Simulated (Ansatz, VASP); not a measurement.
**One calculation of Ge, two programs**

```
Ge
1.0
     4.02269    0.00000    0.00000
    -2.01134    3.48375    0.00000
     0.00000    0.00000   18.86852
Ge
4
Direct
  0.33333 0.66667 0.27476
  0.66667 0.33333 0.23849
  0.11111 0.22222 0.54156
  0.77778 0.55556 0.50530
```

Alike in both runs: task single point; functional PBE; dispersion D3(BJ); k mesh 9 × 9 × 1; occupations gaussian, width 0.1 eV; no spin polarisation.

|  | VASP | Ansatz |
| --- | --- | --- |
| version | VASP 6.6.1 | Ansatz 0.2.0 |
| potentials or method | VASP PAW PBE potentials, release 64 (Ge_d), cutoff 520 eV | scalar-relativistic, plane waves, PAW |
| valence electrons in the cell | 56 | 56 |

```csv
,VASP,Ansatz,Ansatz less VASP
gap on the k mesh at the Fermi level (eV),0.11,0.11,0.000
least direct gap on the mesh (eV),0.11,0.11,0.000
rms of the force components (eV/Å),0.045,0.045,+0.0002
```

Atom by atom the forces differ by 0.001 eV/Å (rms over components).
